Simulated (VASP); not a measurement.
A run of VASP 6.6.1:

INCAR

```
PREC = Accurate
ENCUT = 520
EDIFF = 1E-6
ISMEAR = 0
SIGMA = 0.05
LREAL = False
LASPH = True
NELM = 100
ALGO = Normal
ISIF = 2
LWAVE = False
LCHARG = False
GGA = CA
NBANDS = 17
```

KPOINTS

```
Automatic mesh
0
Gamma
  8 8 8
```

The input POSCAR:

```
TePb
1.0
    0.0000000000      3.2270000000      3.2270000000
    3.2270000000      0.0000000000      3.2270000000
    3.2270000000      3.2270000000      0.0000000000
Te Pb
1 1
Direct
    0.5000000000      0.5000000000      0.5000000000
    0.0116207003     -0.0116207003      0.0116207003
```

Potentials or basis: VASP PAW LDA potentials, release 64 (Te, Pb_d).

Launch:

```console
$ cat potpaw_LDA.64/Te/POTCAR potpaw_LDA.64/Pb_d/POTCAR > POTCAR
$ mpirun -np 1 vasp_std > vasp.out
```

Hardware: 1 thread of Intel(R) Xeon(R) 6975P-C (Granite Rapids), with other jobs on the host.

Q: How long does it take, and how much memory?

A: Run time: 21 s on 1 thread of Intel(R) Xeon(R) 6975P-C (Granite Rapids), on a shared host, peak memory 0.21 GiB. Counts: scf iterations 12, k points 59.
